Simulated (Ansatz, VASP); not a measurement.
One calculation of BN, two programs

```
B N
1.0
     0.00000   -1.81239   -1.81239
    -1.81239    0.00000   -1.81239
     1.81239    1.81239   -3.62479
B N
2 2
Cartesian
  -0.0135 -0.0340 -0.0475
  0.0135 0.0340 -3.5773
  0.8924 0.8715 -4.5796
  -0.8924 -0.8715 -4.4824
```

Change from the starting cell: mode 4 frozen in at -0.034 Å and mode 5 at -0.051 Å (largest displacements).

Alike in both runs: task single point; functional PBE; k mesh 6 × 6 × 6; occupations gaussian, width 0.05 eV; no spin polarisation.

```csv
,VASP,Ansatz
version,VASP 6.6.1,Ansatz 0.2.0
potentials or method,"VASP PAW PBE potentials, release 64 (B, N), cutoff 520 eV","scalar-relativistic, plane waves, PAW"
valence electrons in the cell,16,16
```

VASP gave:

```
gap on the k mesh at the Fermi level (eV)                     : 4.38
least direct gap on the mesh (eV)                             : 6.32
pressure (GPa)                                                : 0.1
traceless stress, the component that is largest in VASP (GPa) : -0.76
rms of the force components (eV/Å)                            : 0.376
```

Problem. Estimate Ansatz's values.

Solution. gap on the k mesh at the Fermi level (eV): 4.39; least direct gap on the mesh (eV): 6.33; pressure (GPa): -0.1; traceless stress, the component that is largest in VASP (GPa): -0.76; rms of the force components (eV/Å): 0.376.

Atom by atom the forces differ by 0.000 eV/Å (rms over components). The functional is the same, so the differences come from potentials, cutoffs and numerics.

The k mesh is coarse, so the values compare programs but aren't converged.
